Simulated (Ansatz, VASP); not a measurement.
**Mg in VASP and in Ansatz**

The input INCAR:

```
PREC     = Accurate       # precision mode
ENCUT    = 520            # plane-wave cutoff, eV
EDIFF    = 1E-6           # SCF threshold, eV
ISMEAR   = -1             # smearing method
SIGMA    = 0.03           # smearing width, eV
LREAL    = F              # projectors in reciprocal space
LASPH    = T              # aspherical terms in the spheres
NELM     = 100            # most SCF steps
ALGO     = Normal         # electronic algorithm
ISIF     = 2              # what is computed and relaxed
LWAVE    = F              # write WAVECAR
LCHARG   = F              # write CHGCAR
NBANDS   = 7              # bands
```

KPOINTS

```
regular mesh
0
Gamma
  16 16 16
```

File POSCAR:

```
Mg
1.0
    0.0000000000      2.1769283200      2.2442560000
    2.1769283200      0.0000000000      2.2442560000
    2.1769283200      2.1769283200      0.0000000000
Mg
1
Direct
    0.0000000000      0.0000000000      0.0000000000
```

Input for Ansatz:

```yaml
crystal:
  lattice:
    - [0.0, 2.17692832, 2.244256]
    - [2.17692832, 0.0, 2.244256]
    - [2.17692832, 2.17692832, 0.0]
  atoms:
    - { symbol: Mg, position: [0.0, 0.0, 0.0] }
kpoints:
  mp_grid: { grid: [16, 16, 16] }
  band_path:
    path:
      - [0.0, 0.0, 0.0]
      - [0.0, 0.5, 0.5]
      - [0.25, 0.75, 0.5]
      - [0.0, 0.5, 0.0]
      - [0.0, 0.0, 0.0]
      - [0.5, 0.5, 0.0]
      - [0.3676125, 0.6323875, 0.0]
      - [-0.3676125, 0.3676125, 0.0]
      - [0.0, 0.0, 0.0]
    npoints: 5
scf:
  occupations: { method: fermi_dirac, width: 0.03 }
hamiltonian:
  xc: lda
  pseudopotentials: { kind: all_electron, lapw: { basis_error: 0.001 } }
output:
  forces: true
  stress: true
  eigenvalues: true
```

Change from the starting cell: equal xx and yy strain of -3 %.

Alike in both runs: task single point; functional LDA; k mesh 16 × 16 × 16; occupations fermi-dirac, width 0.03 eV; no spin polarisation.

|  | VASP | Ansatz |
| --- | --- | --- |
| version | VASP 6.6.1 | Ansatz 0.2.0 |
| potentials or method | VASP PAW LDA potentials, release 64 (Mg), cutoff 520 eV | all-electron LAPW, scalar-relativistic |

Ansatz gave:

```
pressure (GPa)                                                : 1.0
traceless stress, the component that is largest in VASP (GPa) : -0.06
```

**Question.** What did VASP give for the same quantities?

**Answer.** Pressure (GPa): 0.6; traceless stress, the component that is largest in VASP (GPa): -0.05.

LDA's correlation is that of Perdew and Zunger in VASP and of Perdew and Wang (1992) in Ansatz. Ansatz ran all-electron here, and VASP with PAW potentials.
